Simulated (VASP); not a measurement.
HgTe, 2 atoms in the cell. The structure is cubic, space group Fm-3m (No. 225). The conventional cell has a = 6.094 Å, b = 6.094 Å, c = 6.094 Å, α = 90.00°, β = 90.00°, γ = 90.00°. Within 4.0 Å of Hg (site symmetry m-3m) lie 6 Te at 3.05 Å. Te (site symmetry m-3m) has 6 Hg at 3.05 Å within 4.0 Å. 

| Property | Result |
| --- | --- |
| Program | VASP 6.6.1 |
| Task | single point |
| Functional | r2SCAN |
| Potentials or basis | VASP PAW PBE potentials, release 64 (Hg, Te) |
| Cutoff | 520 eV |
| k mesh | 12 × 12 × 12 |
| Occupations | gaussian, width 0.1 eV |
| Spin | no spin polarisation |
| Dipole correction | no |
| Further INCAR settings | ALGO = Normal; EDIFF = 1e-06; NBANDS = 16 |

Potentials or basis: VASP PAW PBE potentials, release 64 (Hg, Te).

The run is started by

```bash
$ cat potpaw_PBE.64/Hg/POTCAR potpaw_PBE.64/Te/POTCAR > POTCAR
$ cp INCAR.step1 INCAR
$ mpirun -np 1 vasp_std > vasp.out
$ cp INCAR.step2 INCAR
$ mpirun -np 1 vasp_std > vasp.out
```

Hardware: 1 thread of Intel(R) Xeon(R) Platinum 8259CL CPU @ 2.50GHz (Skylake/Cascade Lake) (shared host).

How long does it take, and how much memory?

It took 2.2 min on 1 thread of Intel(R) Xeon(R) Platinum 8259CL CPU @ 2.50GHz (Skylake/Cascade Lake), on a shared host, peak memory 0.23 GiB. Counts: k points 72.
